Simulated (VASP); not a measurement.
Set up this calculation in VASP 6.6.1, as the native input.

```yaml
Task: single point
Functional: PBEsol
Potentials_or_basis: VASP PAW PBE potentials, release 64 (Sc_sv, Al)
Cutoff: 520 eV
k_mesh: 6 × 6 × 6
Occupations: gaussian, width 0.1 eV
Spin: no spin polarisation
Dipole_correction: no
Further_INCAR_settings: LREAL = Auto; ALGO = Fast; EDIFF = 1e-07; NBANDS = 54
```

The structure of ScAl3 lies in POSCAR:

```
ScAl3
1.0
   -4.0703338156      4.0703338156      4.0703338156
    4.0703338156     -4.0703338156      4.0703338156
    4.0703338156      4.0703338156     -4.0703338156
Sc Al
4 12
Direct
    0.5000000000      0.5000000000      0.0000000000
    0.0000000000      0.0000000000      0.0000000000
    0.0000000000      0.5000000000      0.5000000000
    0.5000000000      0.0000000000      0.5000000000
    0.7500000000      0.7500000000      0.5000000000
    0.2500000000      0.2500000000      0.5000000000
    0.2500000000      0.7500000000      0.0000000000
    0.7500000000      0.2500000000      0.0000000000
    0.7500000000      0.5000000000      0.7500000000
    0.2500000000      0.0000000000      0.7500000000
    0.2500000000      0.5000000000      0.2500000000
    0.7500000000      0.0000000000      0.2500000000
    0.5000000000      0.2500000000      0.2500000000
    0.0000000000      0.7500000000      0.2500000000
    0.0000000000      0.2500000000      0.7500000000
    0.5000000000      0.7500000000      0.7500000000
```

These files were run (other wordings do the same):

INCAR

```
PREC = Accurate
ENCUT = 520
EDIFF = 1E-7
ISMEAR = 0
SIGMA = 0.1
LREAL = Auto
LASPH = True
NELM = 80
ALGO = Fast
ISIF = 2
LWAVE = False
LCHARG = False
GGA = PS
NBANDS = 54
```

KPOINTS

```
Automatic mesh
0
Gamma
  6 6 6
```

Potentials or basis: VASP PAW PBE potentials, release 64 (Sc_sv, Al).

Command:

```bash
$ cat potpaw_PBE.64/Sc_sv/POTCAR potpaw_PBE.64/Al/POTCAR > POTCAR
$ mpirun -np 1 vasp_std > vasp.out
```

It gave:

- Pressure: 0.2 GPa
- Band gap on the k mesh: zero (bands 40 and 41 overlap by 1.50 eV)

Caveat: the PAW data sets were made with another functional, which shifts forces and pressure a little.

It took 6.3 min on 1 thread of Intel(R) Xeon(R) 6975P-C (Granite Rapids) (shared host), peak memory 0.47 GiB.
